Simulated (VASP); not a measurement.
# Te5Pd (P-43m) in VASP: further runs

The runs below take Te5Pd through single point, relaxation of cell and atoms, with PBE.

All numbers are computed with VASP 6.6.1; they aren't measurements. Logs are shortened: lines on timing, memory, paths and dates and some standing lists are left out, and cuts for length are marked.

## (1) The cell of the first run

Symmetry: P-43m, No. 215, cubic system. Conventional cell: a = 6.258 Å, b = 6.258 Å, c = 6.258 Å, α = 90.00°, β = 90.00°, γ = 90.00°. Within 3.4 Å of Te (site symmetry 3m) lie 1 Pd at 2.56 Å and 1 Te at 2.86 Å. Within 3.8 Å of Te (site symmetry -43m) lie 4 Te at 2.86 Å. Within 3.4 Å of Pd (site symmetry -43m) lie 4 Te at 2.56 Å.

The cell was generated, and may not be a known phase.

## (2) Single point, PBE

Input file INCAR:

```
PREC = Accurate ; ENCUT = 520
EDIFF = 1E-6 ; ISMEAR = 0
SIGMA = 0.1 ; LREAL = F
LASPH = T ; NELM = 80
ALGO = Normal ; ISIF = 2
LWAVE = F ; LCHARG = F
GGA = PE ; NBANDS = 29
```

Input file KPOINTS:

```
regular mesh
0
Gamma
  6 6 6
```

Input file POSCAR:

```
Te5Pd
1.0
    6.2579544604      0.0000000000      0.0000000000
    0.0000000000      6.2579544604      0.0000000000
    0.0000000000      0.0000000000      6.2579544604
Te Pd
5 1
Direct
    0.7638932650      0.7638932650      0.7638932650
    0.2361067350      0.2361067350      0.7638932650
    0.2361067350      0.7638932650      0.2361067350
    0.7638932650      0.2361067350      0.2361067350
    0.5000000000      0.5000000000      0.5000000000
    0.0000000000      0.0000000000      0.0000000000
```

Potentials or basis: VASP PAW PBE potentials, release 64 (Te, Pd).

On the command line:

```sh
$ cat potpaw_PBE.64/Te/POTCAR potpaw_PBE.64/Pd/POTCAR > POTCAR
$ mpirun -np 1 vasp_std > vasp.out
```

OUTCAR:

```text
PREC = Accurate
   ENCUT = 520
   EDIFF = 1E-6
   ISMEAR = 0
   LREAL = F
   LASPH = T
   NELM = 80
   ISIF = 2
   GGA = PE

 ion  position               nearest neighbor table
   1  0.764  0.764  0.764-   6 2.56   5 2.86
   2  0.236  0.236  0.764-   6 2.56   5 2.86
   3  0.236  0.764  0.236-   6 2.56   5 2.86
   4  0.764  0.236  0.236-   6 2.56   5 2.86
   5  0.500  0.500  0.500-   1 2.86   2 2.86   3 2.86   4 2.86
   6  0.000  0.000  0.000-   1 2.56   2 2.56   3 2.56   4 2.56

  LATTYP: Found a simple cubic cell.
 ALAT       =     6.2579544604

  Lattice vectors:

 A1 = (   6.2579544604,   0.0000000000,   0.0000000000)
 A2 = (   0.0000000000,   6.2579544604,   0.0000000000)
 A3 = (   0.0000000000,   0.0000000000,   6.2579544604)

Analysis of symmetry for initial positions (statically):
=====================================================================
 Subroutine PRICEL returns:
 Original cell was already a primitive cell.

 Routine SETGRP: Setting up the symmetry group for a
 simple cubic supercell.

 Subroutine GETGRP returns: Found 24 space group operations
 (whereof 24 operations were pure point group operations)
 out of a pool of 48 trial point group operations.

The static configuration has the point symmetry T_d .

Analysis of symmetry for dynamics (positions and initial velocities):
=====================================================================
 Subroutine PRICEL returns:
 Original cell was already a primitive cell.

 Routine SETGRP: Setting up the symmetry group for a
 simple cubic supercell.

 Subroutine GETGRP returns: Found 24 space group operations
 (whereof 24 operations were pure point group operations)
 out of a pool of 48 trial point group operations.

The dynamic configuration has the point symmetry T_d .

 Subroutine INISYM returns: Found 24 space group operations
 (whereof 24 operations are pure point group operations),
 and found     1 'primitive' translations

----------------------------------------------------------------------------------------

                                     Primitive cell

  volume of cell :     245.0740

  direct lattice vectors                    reciprocal lattice vectors
     6.257954460  0.000000000  0.000000000     0.159796625  0.000000000  0.000000000
     0.000000000  6.257954460  0.000000000     0.000000000  0.159796625  0.000000000
     0.000000000  0.000000000  6.257954460     0.000000000  0.000000000  0.159796625

  length of vectors
     6.257954460  6.257954460  6.257954460     0.159796625  0.159796625  0.159796625

  position of ions in fractional coordinates (direct lattice)
     0.763893265  0.763893265  0.763893265
     0.236106735  0.236106735  0.763893265
     0.236106735  0.763893265  0.236106735
     0.763893265  0.236106735  0.236106735
     0.500000000  0.500000000  0.500000000
     0.000000000  0.000000000  0.000000000

  ion indices of the primitive-cell ions
   primitive index   ion index
                 1           1
                 2           2
                 3           3
                 4           4
                 5           5
                 6           6

----------------------------------------------------------------------------------------

 KPOINTS: regular mesh

Automatic generation of k-mesh.
 Grid dimensions read from file:
 generate k-points for:    6    6    6

 Generating k-lattice:

  Cartesian coordinates                     Fractional coordinates (reciprocal lattice)
     0.026632771  0.000000000  0.000000000     0.166666667  0.000000000  0.000000000
     0.000000000  0.026632771  0.000000000     0.000000000  0.166666667  0.000000000
     0.000000000  0.000000000  0.026632771     0.000000000  0.000000000  0.166666667

  Length of vectors
     0.026632771  0.026632771  0.026632771

  Shift w.r.t. Gamma in fractional coordinates (k-lattice)
     0.000000000  0.000000000  0.000000000

 Subroutine IBZKPT returns following result:
 ===========================================

 Found     20 irreducible k-points:

 Following reciprocal coordinates:
            Coordinates               Weight
  0.000000  0.000000  0.000000      1.000000
  0.166667  0.000000  0.000000      6.000000
  0.333333  0.000000  0.000000      6.000000
  0.500000  0.000000  0.000000      3.000000
  0.166667  0.166667  0.000000     12.000000
  0.333333  0.166667  0.000000     24.000000
[... 12 lines left out ...]
  0.500000  0.500000  0.333333      6.000000
  0.500000  0.500000  0.500000      1.000000
   k-points           NKPTS =     20   k-points in BZ     NKDIM =     20   number of bands    NBANDS=     29
   number of dos      NEDOS =    301   number of ions     NIONS =      6
   total plane-waves  NPLWV = 110592
   dimension x,y,z NGX =    48 NGY =   48 NGZ =   48
   dimension x,y,z NGXF=    96 NGYF=   96 NGZF=   96
   ions per type =               5   1
   NGX,Y,Z   is equivalent  to a cutoff of  12.75, 12.75, 12.75 a.u.
   NGXF,Y,Z  is equivalent  to a cutoff of  25.50, 25.50, 25.50 a.u.
 SYSTEM =  unknown system
   PREC   = accura    normal or accurate (medium, high low for compatibility)
   ISTART =      0    job   : 0-new  1-cont  2-samecut
   ICHARG =      2    charge: 1-file 2-atom 10-const
   ISPIN  =      1    spin polarized calculation?
   LNONCOLLINEAR =      F non collinear calculations
   LSORBIT =      F    spin-orbit coupling
   LASPH  =      T    aspherical Exc in radial PAW
   ENCUT  =  520.0 eV  38.22 Ry    6.18 a.u.  11.64 11.64 11.64*2*pi/ulx,y,z
   NELM   =     80;   NELMIN=  2; NELMDL= -5     # of ELM steps
   EDIFF  = 0.1E-05   stopping-criterion for ELM
   LREAL  =      F    real-space projection
   EDIFFG = 0.1E-04   stopping-criterion for IOM
   NSW    =      0    number of steps for IOM
   IBRION =     -1    ionic relax: 0-MD 1-quasi-New 2-CG
   NFREE  =      0    steps in history (QN), initial steepest desc. (CG)
   ISIF   =      2    stress and relaxation
   ISYM   =      2    0-nonsym 1-usesym 2-fastsym
   POTIM  = 0.5000    time-step for ionic-motion
   TEBEG  =    0.0;   TEEND  =   0.0 temperature during run
   PSTRESS=    0.0 pullay stress
   NELECT =      40.0000    total number of electrons
   NUPDOWN=      -1.0000    fix difference up-down
   EMIN   =  10.00;   EMAX   =-10.00  energy-range for DOS
   EFERMI =   0.00;   METHOD = LEGACY
   ISMEAR =     0;   SIGMA  =   0.10  broadening in eV -4-tet -1-fermi 0-gaus
   EFERMI_NEDOS =   21; number of points for ismear=-14 and -15
   IALGO  =     38    algorithm
   IMIX   =      4    mixing-type and parameters
     AMIX     =   0.40;   BMIX     =  1.00
     AMIX_MAG =   1.60;   BMIX_MAG =  1.00
  volume/ion in A,a.u.               =      40.85       275.64
  Fermi-wavevector in a.u.,A,eV,Ry     =   0.894669  1.690679 10.890549  0.800433
  Thomas-Fermi vector in A             =   2.016903
   LORBIT       =      0    0 simple, 1 ext, 2 COOP (PROOUT), +10 PAW based schemes
   GGA     = PE    functional components
   LHFCALC =     F    Hartree Fock is set to
   AEXX    =    0.0000 exact exchange contribution
   IVDW    =     0    specifies the selected vdW correction
   LEPSILON=     F    determine dielectric tensor
   LRPA    =     F    only Hartree local field effects (RPA)
 non-spin polarized calculation
 Gauss-broadening in eV      SIGMA  =   0.10
  energy-cutoff  :      520.00
  volume of cell :      245.07
 maximum number of plane-waves:      6704
 NGX is ok and might be reduce to    48
   NGX = 23   NGY = 23   NGZ = 23

 number of electron      40.0000011 magnetization

 Free energy of the ion-electron system (eV)
  ---------------------------------------------------
  ext. energy  EPLUGINS =         0.00000000
  ---------------------------------------------------
  free energy    TOTEN  =       -18.24785931 eV

  energy without entropy =      -18.19949712  energy(sigma->0) =      -18.22367821

 E-fermi :   2.8923     XC(G=0):  -8.0329

 val. band max:        2.8871083596   @ k =   0.5000   0.1667   0.0000
 cond. band min:       2.8985368904   @ k =   0.5000   0.5000   0.1667
 fundamental gap:      0.0114285309
 Fermi energy:         2.8922936775

 k-point     1 :       0.0000    0.0000    0.0000
  band No.  band energies     occupation
      1      -9.7498      2.00000
      2      -7.4440      2.00000
      3      -7.4440      2.00000
      4      -7.4440      2.00000
      5      -6.8434      2.00000
      6      -1.5455      2.00000
[... 21 lines left out ...]
     28       8.0788      0.00000
     29       8.6166      0.00000

 k-point     2 :       0.1667    0.0000    0.0000
  band No.  band energies     occupation
      1      -9.7280      2.00000
      2      -7.6024      2.00000
      3      -7.4424      2.00000
      4      -7.4424      2.00000
      5      -6.6863      2.00000
      6      -1.6032      2.00000
[... 21 lines left out ...]
     28       8.3447      0.00000
     29       8.3507      0.00000

 k-point     3 :       0.3333    0.0000    0.0000
  band No.  band energies     occupation
      1      -9.6811      2.00000
      2      -7.8254      2.00000
      3      -7.4394      2.00000
      4      -7.4394      2.00000
      5      -6.4668      2.00000
      6      -1.7256      2.00000
[... 21 lines left out ...]
     28       8.6451      0.00000
     29       8.7004      0.00000

 k-point     4 :       0.5000    0.0000    0.0000
  band No.  band energies     occupation
      1      -9.6557      2.00000
      2      -7.9182      2.00000
      3      -7.4378      2.00000
      4      -7.4378      2.00000
      5      -6.3765      2.00000
      6      -1.7911      2.00000
[... 469 lines left out ...]
     28       8.9190      0.00000
     29       9.0980      0.00000

 k-point    19 :       0.5000    0.5000    0.3333
  band No.  band energies     occupation
      1      -9.6003      2.00000
      2      -7.6366      2.00000
      3      -7.5869      2.00000
      4      -7.5869      2.00000
      5      -6.5242      2.00000
      6      -1.6651      2.00000
[... 21 lines left out ...]
     28       8.5609      0.00000
     29       9.1958      0.00000

 k-point    20 :       0.5000    0.5000    0.5000
  band No.  band energies     occupation
      1      -9.5976      2.00000
      2      -7.5842      2.00000
      3      -7.5842      2.00000
      4      -7.5842      2.00000
      5      -6.6148      2.00000
      6      -1.5935      2.00000
[... 21 lines left out ...]
     28       8.3622      0.00000
     29       9.4659      0.00000

------------------------ aborting loop because EDIFF is reached ----------------------------------------

  FORCE on cell =-STRESS in cart. coord.  units (eV):
  Direction    XX          YY          ZZ          XY          YZ          ZX
  --------------------------------------------------------------------------------------
  -------------------------------------------------------------------------------------
  Total       -0.0978218     -0.0978218     -0.0978218     -0.0000000      0.0000000     -0.0000000
  in kB       -0.6395122     -0.6395122     -0.6395122     -0.0000000      0.0000000     -0.0000000
  external PRESSURE =      -0.6395122 kB  Pullay stress =       0.0000000 kB

 VOLUME and BASIS-vectors are now :
 -----------------------------------------------------------------------------
  energy-cutoff  :      520.00
  volume of cell :      245.07
      direct lattice vectors                 reciprocal lattice vectors
     6.257954460  0.000000000  0.000000000     0.159796625  0.000000000  0.000000000
     0.000000000  6.257954460  0.000000000     0.000000000  0.159796625  0.000000000
     0.000000000  0.000000000  6.257954460     0.000000000  0.000000000  0.159796625

 POSITION                                       TOTAL-FORCE (eV/Angst)
 -----------------------------------------------------------------------------------
      4.78041      4.78041      4.78041         0.015843      0.015843      0.015843
      1.47755      1.47755      4.78041        -0.015843     -0.015843      0.015843
      1.47755      4.78041      1.47755        -0.015843      0.015843     -0.015843
      4.78041      1.47755      1.47755         0.015843     -0.015843     -0.015843
      3.12898      3.12898      3.12898         0.000000     -0.000000      0.000000
      0.00000      0.00000      0.00000        -0.000000      0.000000      0.000000
 -----------------------------------------------------------------------------------
    total drift:                                0.000000      0.000000      0.000000

  FREE ENERGIE OF THE ION-ELECTRON SYSTEM (eV)
  ---------------------------------------------------
  free  energy   TOTEN  =       -18.2478593055 eV

  energy  without entropy=      -18.1994971243  energy(sigma->0) =      -18.22367821
```

Run time: 2.6 min. Hardware: 1 thread of Intel Xeon 6975P-C (Granite Rapids), shared host; peak memory 0.38 GiB.

What came out:

```
Free energy            : -18.2479 eV
Pressure               : -0.1 GPa
Largest force          : 0.027 eV/Å
Band gap on the k mesh : zero (bands 20 and 21 overlap by 0.84 eV)
```

Forces in eV/Å, atoms in the order of the input:
```
Te   0.016  0.016  0.016
Te  -0.016 -0.016  0.016
Te  -0.016  0.016 -0.016
Te   0.016 -0.016 -0.016
Te   0.000  0.000  0.000
Pd   0.000  0.000  0.000
```

Levels at points of the mesh, in eV from the Fermi level:
```csv
k point,band 16,band 17,band 18,band 19,band 20,band 21,band 22,band 23,band 24,band 25
"(0.00, 0.00, 0.00)",-1.36,-0.59,-0.59,-0.59,0.60,0.60,0.60,1.12,1.12,1.12
"(0.50, 0.00, 0.00)",-1.09,-0.80,-0.69,-0.69,-0.24,-0.24,0.60,0.83,2.66,2.66
"(0.50, 0.50, 0.00)",-1.68,-1.06,-0.29,-0.29,-0.01,0.45,0.83,0.88,2.42,2.42
"(0.50, 0.50, 0.50)",-0.55,-0.55,0.05,0.05,0.05,0.40,0.40,1.53,1.53,1.53
```

Caveat: spin-orbit coupling is left out, which moves the levels of the heavy elements.

## (3) Relaxation of cell and atoms, PBE

This run uses another cell than the first one, of 33.11 Å³/atom.

Input file INCAR:

```
  PREC = Accurate
  ENCUT = 600
  EDIFF = 1E-6
  ISMEAR = 0
  SIGMA = 0.1
  LREAL = False
  LASPH = True
  NELM = 100
  ALGO = Normal
  ISIF = 3
  LWAVE = False
  LCHARG = False
  GGA = PE
  IBRION = 2
  NSW = 90
  EDIFFG = -0.04
```

Input file KPOINTS:

```
regular mesh
0
Gamma
  4 4 4
```

Input file POSCAR:

```
Te5Pd
1.0
    5.8348916600      0.0000000000      0.0000000000
    0.0000000000      5.8348916600      0.0000000000
    0.0000000000      0.0000000000      5.8348916600
Te Pd
5 1
Direct
    0.7608211500      0.7608211500      0.7608211500
    0.2391788500      0.2391788500      0.7608211500
    0.2391788500      0.7608211500      0.2391788500
    0.7608211500      0.2391788500      0.2391788500
    0.5000000000      0.5000000000      0.5000000000
    0.0000000000      0.0000000000      0.0000000000
```

Potentials or basis: VASP PAW PBE potentials, release 64 (Te, Pd).

On the command line:

```sh
$ cat potpaw_PBE.64/Te/POTCAR potpaw_PBE.64/Pd/POTCAR > POTCAR
$ mpirun -np 1 vasp_std > vasp.out
```

Run time: 5.5 min. Hardware: 1 thread of Intel Xeon 6975P-C (Granite Rapids), shared host; peak memory 0.36 GiB.

Results (log left out):

```
Free energy                           : -18.2565 eV
Relaxed volume                        : 40.85 Å³/atom
Relaxed cell                          : a = 6.258 Å, b = 6.258 Å, c = 6.258 Å, α = 90.00°, β = 90.00°, γ = 90.00°
Space group after relaxing (to 0.1 Å) : P-43m (No. 215)
Energy gained by relaxing             : 215.8 meV/atom
Ionic steps                           : 6
Pressure after relaxing               : 0.0 GPa
Band gap on the k mesh                : zero (bands 20 and 21 overlap by 0.84 eV)
```

Step by step:
| step | energy change (eV) | largest force (eV/Å) | pressure (GPa) | volume (Å³) |
| --- | --- | --- | --- | --- |
| 1 | 0.0000 | 0.0282 | 11.02 | 198.65 |
| 2 | -0.9961 | 0.5147 | -2.75 | 271.57 |
| 3 | -1.2631 | 0.4388 | 0.04 | 243.05 |
| 4 | -1.2631 | 0.4418 | -0.04 | 244.00 |
| 5 | -1.2885 | 0.2023 | -0.06 | 244.59 |
| 6 | -1.2950 | 0.0019 | -0.02 | 245.08 |

Final structure:
```
Te Pd
1.0
     6.25799    0.00000    0.00000
     0.00000    6.25799    0.00000
     0.00000    0.00000    6.25799
Te Pd
5 1
Cartesian
  4.7827 4.7827 4.7827
  1.4753 1.4753 4.7827
  1.4753 4.7827 1.4753
  4.7827 1.4753 1.4753
  3.1290 3.1290 3.1290
  0.0000 0.0000 0.0000
```

Levels at points of the mesh, in eV from the Fermi level:
| k point | band 17 | band 18 | band 19 | band 20 | band 21 | band 22 | band 23 | band 24 |
| --- | --- | --- | --- | --- | --- | --- | --- | --- |
| (0.00, 0.00, 0.00) | -0.62 | -0.62 | -0.62 | 0.57 | 0.57 | 0.57 | 1.10 | 1.10 |
| (0.50, 0.00, 0.00) | -0.83 | -0.72 | -0.72 | -0.26 | -0.26 | 0.57 | 0.80 | 2.63 |
| (0.50, 0.50, 0.00) | -1.09 | -0.31 | -0.31 | -0.03 | 0.43 | 0.80 | 0.86 | 2.40 |
| (0.50, 0.50, 0.50) | -0.57 | 0.03 | 0.03 | 0.03 | 0.37 | 0.37 | 1.51 | 1.51 |

Caveat: the volume moved by over 15 % at a fixed basis, so the end points are rough; spin-orbit coupling is left out, which moves the levels of the heavy elements.

## (4) Relaxation of cell and atoms, PBE

Input file INCAR:

```
SYSTEM = Te5Pd
PREC = Accurate ; ENCUT = 600
EDIFF = 1E-6 ; ISMEAR = 0
SIGMA = 0.1 ; LREAL = .False.
LASPH = .True. ; NELM = 100
ALGO = Normal ; ISIF = 3
LWAVE = .False. ; LCHARG = .False.
GGA = PE ; IBRION = 2
NSW = 100 ; EDIFFG = -0.01
```

Input file KPOINTS:

```
regular mesh
0
Gamma
  6 6 6
  0 0 0
```

Input file POSCAR:

```
Te5Pd
1.0
    6.2579002819      0.0000000000      0.0000000000
    0.0000000000      6.2579002819      0.0000000000
    0.0000000000      0.0000000000      6.2579002819
Te Pd
5 1
Direct
    0.7641386810      0.7641386810      0.7641386810
    0.2358613190      0.2358613190      0.7641386810
    0.2358613190      0.7641386810      0.2358613190
    0.7641386810      0.2358613190      0.2358613190
    0.5000000000      0.5000000000      0.5000000000
    0.0000000000      0.0000000000      0.0000000000
```

On the command line:

```sh
$ cat potpaw_PBE.64/Te/POTCAR potpaw_PBE.64/Pd/POTCAR > POTCAR
$ mpirun -np 1 vasp_std > vasp.out
```

It took 4.1 min on 1 thread of Intel Xeon 6975P-C (Granite Rapids), shared host; peak memory 0.44 GiB.

The run converged. Its results:

```
Free energy                           : -18.2482 eV
Relaxed volume                        : 40.78 Å³/atom
Relaxed cell                          : a = 6.255 Å, b = 6.255 Å, c = 6.255 Å, α = 90.00°, β = 90.00°, γ = 90.00°
Space group after relaxing (to 0.1 Å) : P-43m (No. 215)
Energy gained by relaxing             : 0.0 meV/atom
Ionic steps                           : 2
Pressure after relaxing               : 0.0 GPa
Largest force after relaxing          : 0.007 eV/Å
Band gap on the k mesh                : zero (bands 20 and 21 overlap by 0.84 eV)
```

Forces on the atoms (eV/Å):
```
Te  -0.004 -0.004 -0.004
Te   0.004  0.004 -0.004
Te   0.004 -0.004  0.004
Te  -0.004  0.004  0.004
Te   0.000  0.000  0.000
Pd   0.000  0.000  0.000
```

Final structure:
```yaml
crystal:
  lattice:
    - [6.25460, 0.00000, 0.00000]
    - [0.00000, 6.25460, 0.00000]
    - [0.00000, 0.00000, 6.25460]
  atoms:
    - { symbol: Te, position: [0.76411, 0.76411, 0.76411] }
    - { symbol: Te, position: [0.23589, 0.23589, 0.76411] }
    - { symbol: Te, position: [0.23589, 0.76411, 0.23589] }
    - { symbol: Te, position: [0.76411, 0.23589, 0.23589] }
    - { symbol: Te, position: [0.50000, 0.50000, 0.50000] }
    - { symbol: Pd, position: [0.00000, 0.00000, 0.00000] }
```

Levels at points of the mesh, in eV from the Fermi level:
```tsv
k point	band 17	band 18	band 19	band 20	band 21	band 22	band 23	band 24
(0.00, 0.00, 0.00)	-0.59	-0.59	-0.59	0.60	0.60	0.60	1.12	1.12
(0.50, 0.00, 0.00)	-0.81	-0.70	-0.70	-0.24	-0.24	0.59	0.83	2.66
(0.50, 0.50, 0.00)	-1.07	-0.29	-0.29	0.00	0.45	0.83	0.89	2.42
(0.50, 0.50, 0.50)	-0.55	0.05	0.05	0.05	0.40	0.40	1.53	1.53
```

Caveat: spin-orbit coupling is left out, which moves the levels of the heavy elements.

[end of part 1 of 2]

The gap in the log of VASP goes by the Fermi energy; the results here count the filled bands.